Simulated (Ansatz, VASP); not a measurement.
One calculation of Ca, two programs

```
Ca
1.0
     3.90680    0.00000    0.00000
    -1.95340    3.38339    0.00000
     0.00000    0.00000   12.80367
Ca
4
Direct
  0.00000 0.00000 0.00000
  0.00000 0.00000 0.50000
  0.33333 0.66667 0.25000
  0.66667 0.33333 0.75000
```

Alike in both runs: task single point; functional revPBE; k mesh 10 × 10 × 3; occupations fermi-dirac, width 0.1 eV; no spin polarisation.

|  | VASP | Ansatz |
| --- | --- | --- |
| version | VASP 6.6.1 | Ansatz 0.2.0 |
| potentials or method | VASP PAW PBE potentials, release 64 (Ca_sv), cutoff 520 eV | plane waves (420 eV) with PAW, scalar-relativistic |
| valence electrons in the cell | 40 | 40 |

|  | VASP | Ansatz | Ansatz less VASP |
| --- | --- | --- | --- |
| pressure (GPa) | 0.7 | 0.7 | 0.00 |
| traceless stress, the component that is largest in VASP (GPa) | 0.06 | 0.06 | -0.002 |

VASP's potentials were made for PBE, not for revPBE. With one functional, cell and mesh, what is left measures potentials, basis and numerics.
